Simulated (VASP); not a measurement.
Write the native input for VASP 6.6.1 that does the following.

```yaml
Task: single point
Functional: RPBE
Potentials_or_basis: VASP PAW PBE potentials, release 64 (In_d, As)
Cutoff: 500 eV
k_mesh: 2 × 2 × 2
Occupations: methfessel-paxton, width 0.14 eV
Spin: no spin polarisation
Dipole_correction: no
Further_INCAR_settings: ALGO = Normal; EDIFF = 1e-06; NBANDS = 16
```

The structure of InAs lies in POSCAR:

```
InAs
1.0
    0.0000000000      2.8773040000      2.8773040000
    2.8773040000      0.0000000000      2.8773040000
    2.8773040000      2.8773040000      0.0000000000
In As
1 1
Direct
    0.5000000000      0.5000000000      0.5000000000
    0.0000000000      0.0000000000      0.0000000000
```

The input as run:

INCAR

```
PREC     = Accurate       # precision mode
ENCUT    = 500            # plane-wave cutoff, eV
EDIFF    = 1E-6           # SCF threshold, eV
ISMEAR   = 1              # smearing method
SIGMA    = 0.14           # smearing width, eV
LREAL    = False          # projectors in reciprocal space
LASPH    = True           # aspherical terms in the spheres
NELM     = 120            # most SCF steps
ALGO     = Normal         # electronic algorithm
ISIF     = 2              # what is computed and relaxed
LWAVE    = False          # write WAVECAR
LCHARG   = False          # write CHGCAR
GGA      = RP             # functional
NBANDS   = 16             # bands
GGA_COMPAT= False
```

KPOINTS

```
Automatic mesh
0
Gamma
  2 2 2
```

Potentials or basis: VASP PAW PBE potentials, release 64 (In_d, As).

Command:

```bash
$ cat potpaw_PBE.64/In_d/POTCAR potpaw_PBE.64/As/POTCAR > POTCAR
$ mpirun -np 1 vasp_std > vasp.out
```

It gave:

The pressure is 13.6 GPa. The band gap on the k mesh is zero (band 9 reaches 6.40 eV, above the bottom of band 10 at 3.96 eV).

Caveat: the k points lie up to 0.95 Å⁻¹ apart; the PAW data sets were made with another functional, which shifts forces and pressure a little; spin-orbit coupling is left out, which moves the levels of the heavy elements.

Run time: 4.2 s on 1 thread of Intel Xeon 6975P-C (shared host), peak memory 0.16 GiB.
